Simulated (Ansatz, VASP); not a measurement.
**HfC in VASP and in Ansatz**

Contents of INCAR:

```
SYSTEM = HfC
PREC     = Accurate       ! precision mode
ENCUT    = 520            ! plane-wave cutoff, eV
EDIFF    = 1E-6           ! SCF threshold, eV
ISMEAR   = -1             ! smearing method
SIGMA    = 0.05           ! smearing width, eV
LREAL    = .FALSE.        ! projectors in reciprocal space
LASPH    = .TRUE.         ! aspherical terms in the spheres
NELM     = 80             ! most SCF steps
ALGO     = Normal         ! electronic algorithm
ISIF     = 2              ! what is computed and relaxed
LWAVE    = .FALSE.        ! write WAVECAR
LCHARG   = .FALSE.        ! write CHGCAR
NBANDS   = 14             ! bands
```

The input KPOINTS:

```
regular mesh
0
G
  12 12 12
  0 0 0
```

Contents of POSCAR:

```
HfC
1.0
    0.0000000000      2.3250000000      2.3482500000
    2.3250000000      0.0000000000      2.3482500000
    2.3250000000      2.3250000000      0.0000000000
Hf C
1 1
Direct
    0.5000000000      0.5000000000      0.5000000000
    0.0000000000      0.0000000000      0.0000000000
```

Input for Ansatz:

```yaml
crystal:
  lattice:
    - [0.0, 2.325, 2.34825]
    - [2.325, 0.0, 2.34825]
    - [2.325, 2.325, 0.0]
  atoms:
    - { symbol: Hf, position: [0.5, 0.5, 0.5] }
    - { symbol: C, position: [0.0, 0.0, 0.0] }
kpoints:
  mp_grid: { grid: [12, 12, 12] }
  band_path:
    path:
      - [0.0, 0.0, 0.0]
      - [0.0, 0.5, 0.5]
      - [0.25, 0.75, 0.5]
      - [0.0, 0.5, 0.0]
      - [0.0, 0.0, 0.0]
      - [0.5, 0.5, 0.0]
      - [0.3725370062, 0.6274629938, 0.0]
      - [-0.3725370062, 0.3725370062, 0.0]
      - [0.0, 0.0, 0.0]
    npoints: 5
scf:
  occupations: { method: fermi_dirac, width: 0.05 }
hamiltonian:
  xc: lda
  pseudopotentials: { kind: all_electron, lapw: { basis_error: 0.00025 } }
output:
  forces: true
  stress: true
  eigenvalues: true
```

Change from the starting cell: zz strain of +1 %.

Alike in both runs: task single point; functional LDA; k mesh 12 × 12 × 12; occupations fermi-dirac, width 0.05 eV; no spin polarisation.

```csv
,VASP,Ansatz
version,VASP 6.6.1,Ansatz 0.2.0
potentials or method,"VASP PAW LDA potentials, release 64 (Hf_pv, C), cutoff 520 eV","all-electron LAPW, scalar-relativistic"
```

|  | VASP | Ansatz | Ansatz less VASP |
| --- | --- | --- | --- |
| pressure (GPa) | -13.7 | -13.8 | -0.15 |
| traceless stress, the component that is largest in VASP (GPa) | -2.39 | -2.34 | +0.053 |

LDA's correlation is that of Perdew and Zunger in VASP and of Perdew and Wang (1992) in Ansatz. Ansatz ran all-electron here, and VASP with PAW potentials.

Spin-orbit coupling is off throughout.
